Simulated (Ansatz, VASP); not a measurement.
**One calculation of Ti3Al, two programs**

```xyz
4
Lattice="2.7492 0.0000 0.0000 -1.3746 2.3809 0.0000 0.0000 0.0000 10.3902" Properties=species:S:1:pos:R:3 pbc="T T T"
Ti    1.3746    0.7936    0.0000
Ti    0.0000    1.5872    7.7966
Ti    0.0000    1.5872    2.5935
Al    1.3746    0.7936    5.1951
```

Alike in both runs: task single point; functional r2SCAN; k mesh 24 × 24 × 6; occupations gaussian, width 0.15 eV; no spin polarisation.

```csv
,VASP,Ansatz
version,VASP 6.6.1,Ansatz 0.2.0
potentials or method,"VASP PAW PBE potentials, release 64 (Ti_sv, Al), cutoff 520 eV","scalar-relativistic, plane waves, PAW"
valence electrons in the cell,39,39
```

Ansatz gave:

```
gap on the k mesh at the Fermi level (eV)                     : none
pressure (GPa)                                                : 0.2
traceless stress, the component that is largest in VASP (GPa) : -15.02
rms of the force components (eV/Å)                            : 0.213
```

Task: Which values does VASP return?

Result: gap on the k mesh at the Fermi level (eV): none; pressure (GPa): 0.5; traceless stress, the component that is largest in VASP (GPa): -15.12; rms of the force components (eV/Å): 0.219.

VASP's potentials were made for PBE, not for r2SCAN. Atom by atom the forces differ by 0.006 eV/Å (rms over components). A gap of «none» marks a metal or a gap that the smearing closes.
